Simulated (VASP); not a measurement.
A run of VASP 6.6.1 is set up as follows.

INCAR

```
SYSTEM = Lu
PREC     = Accurate       ! precision mode
ENCUT    = 520            ! plane-wave cutoff, eV
EDIFF    = 1E-7           ! SCF threshold, eV
ISMEAR   = -1             ! smearing method
SIGMA    = 0.02           ! smearing width, eV
LREAL    = .FALSE.        ! projectors in reciprocal space
LASPH    = .TRUE.         ! aspherical terms in the spheres
NELM     = 80             ! most SCF steps
ALGO     = Normal         ! electronic algorithm
ISIF     = 2              ! what is computed and relaxed
LWAVE    = .FALSE.        ! write WAVECAR
LCHARG   = .TRUE.         ! write CHGCAR
GGA      = PS             ! functional
LELF     = .TRUE.         ! ELF
LVHAR    = .TRUE.       
NBANDS   = 32             ! bands
```

The input KPOINTS:

```
Automatic mesh
0
G
  7 7 4
  0 0 0
```

POSCAR

```
Lu
1.0
    3.4405257031      0.0000000000      0.0000000000
   -1.7202628516      2.9795826613      0.0000000000
    0.0000000000      0.0000000000      5.3575066784
Lu
2
Direct
    0.3333333333      0.6666666667      0.2500000000
    0.6666666667      0.3333333333      0.7500000000
```

Potentials or basis: VASP PAW PBE potentials, release 64 (Lu).

Run with:

```sh
$ cat potpaw_PBE.64/Lu/POTCAR > POTCAR
$ mpirun -np 1 vasp_std > vasp.out
```

Task: What does it give for the pressure?

Result: 0.1 GPa.

Task: Predict the band gap on the k mesh.

Result: Zero (band 25 reaches 3.56 eV, above the bottom of band 26 at 1.70 eV).

Caveat: the PAW data sets were made with another functional, which shifts forces and pressure a little; spin-orbit coupling is left out, which moves the levels of the heavy elements.
